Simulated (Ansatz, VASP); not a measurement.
Two plane-wave programs on BiTe

```
Bi Te
1.0
     0.00000    3.28353    3.28353
     3.28353    0.00000    3.28353
     3.28353    3.28353    0.00000
Bi Te
1 1
Direct
  0.00000 0.00000 0.00000
  0.50000 0.50000 0.50000
```

Change from the starting cell: strain +0.015 along x and y, +0.015 along z, atoms carried along.

Alike in both runs: task single point; functional PBE; k mesh 14 × 14 × 14; occupations gaussian, width 0.15 eV; no spin polarisation.

|  | VASP | Ansatz |
| --- | --- | --- |
| version | VASP 6.6.1 | Ansatz 0.2.0 |
| potentials or method | VASP PAW PBE potentials, release 64 (Bi_d, Te), cutoff 520 eV | scalar-relativistic, plane waves, PAW |
| valence electrons in the cell | 21 | 31 |

|  | VASP | Ansatz | Ansatz less VASP |
| --- | --- | --- | --- |
| gap on the k mesh at the Fermi level (eV) | none | none | - |
| pressure (GPa) | -1.3 | -1.3 | +0.06 |

A gap of «none» marks a metal or a gap that the smearing closes. VASP's potentials hold 21 valence electrons a cell and Ansatz's 31, so a difference there can come from the potentials and not from the codes.

Spin-orbit coupling is off throughout.
